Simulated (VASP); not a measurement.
Crystal: Mg.

```xyz
2
Lattice="3.2093 0.0000 0.0000 -1.6046 2.7793 0.0000 0.0000 0.0000 5.2103" Properties=species:S:1:pos:R:3 pbc="T T T"
Mg    1.6047    0.9264    3.9077
Mg    0.0000    1.8529    1.3026
```

| Item | Value |
| --- | --- |
| Program | VASP 6.6.1 |
| Task | relaxation of cell and atoms |
| Functional | PBEsol |
| Dispersion | D4 |
| Potentials or basis | VASP PAW PBE potentials, release 64 (Mg) |
| Cutoff | 600 eV |
| k mesh | 10 × 10 × 5 |
| Occupations | fermi-dirac, width 0.05 eV |
| Spin | no spin polarisation |

At the start: pressure 3.0 GPa; volume 23.24 Å³/atom.

**Question.** Where does the relaxation end?

**Answer.** Over 25 steps the energy falls by 2.7 meV/atom; space group P6_3/mmc (No. 194, to 0.05 Å).

Step by step:
| step | energy change (eV) | largest force (eV/Å) | pressure (GPa) | volume (Å³) |
| --- | --- | --- | --- | --- |
| 1 | 0.0000 | 0.0000 | 3.05 | 46.47 |
| 2 | 0.0480 | 0.0000 | -3.48 | 49.51 |
| 3 | 0.0176 | 0.0000 | -2.61 | 47.87 |
| 4 | 0.0084 | 0.0000 | -2.23 | 47.23 |
| 5 | 0.0036 | 0.0000 | -1.99 | 46.85 |
| 6 | 0.0014 | 0.0000 | -1.87 | 46.66 |
| 7 | 0.0004 | 0.0000 | -1.75 | 46.57 |
| 8 | -0.0001 | 0.0000 | -1.23 | 46.52 |
| 9 | -0.0002 | 0.0000 | -0.14 | 46.50 |
| 10 | -0.0002 | 0.0000 | -0.06 | 46.50 |
| 11 | -0.0002 | 0.0000 | -0.10 | 46.50 |
| 12 | -0.0016 | 0.0000 | -0.25 | 46.50 |
| 13 | -0.0051 | 0.0000 | -1.30 | 46.51 |
| 14 | -0.0052 | 0.0000 | -1.51 | 46.50 |
| 15 | -0.0054 | 0.0000 | -0.87 | 46.47 |
| 16 | -0.0054 | 0.0000 | -0.03 | 46.45 |
| 17 | -0.0054 | 0.0000 | -0.23 | 46.46 |
| 18 | -0.0054 | 0.0000 | -0.18 | 46.46 |
| 19 | -0.0054 | 0.0000 | -0.09 | 46.46 |
| 20 | -0.0054 | 0.0000 | 0.20 | 46.45 |
| 21 | -0.0054 | 0.0000 | 0.34 | 46.45 |
| 22 | -0.0054 | 0.0000 | 0.32 | 46.45 |
| 23 | -0.0054 | 0.0000 | 0.27 | 46.45 |
| 24 | -0.0054 | 0.0000 | 0.16 | 46.46 |
| 25 | -0.0054 | 0.0000 | -0.05 | 46.46 |

Final structure:
```xyz
2
Lattice="3.1756 0.0000 0.0000 -1.5878 2.7501 0.0000 0.0000 0.0000 5.3202" Properties=species:S:1:pos:R:3 pbc="T T T"
Mg    1.5878    0.9167    3.9901
Mg    0.0000    1.8334    1.3300
```

Caveat: the PAW data sets were made with another functional, which shifts forces and pressure a little; pairwise dispersion overbinds metals, which lowers pressure and volume.
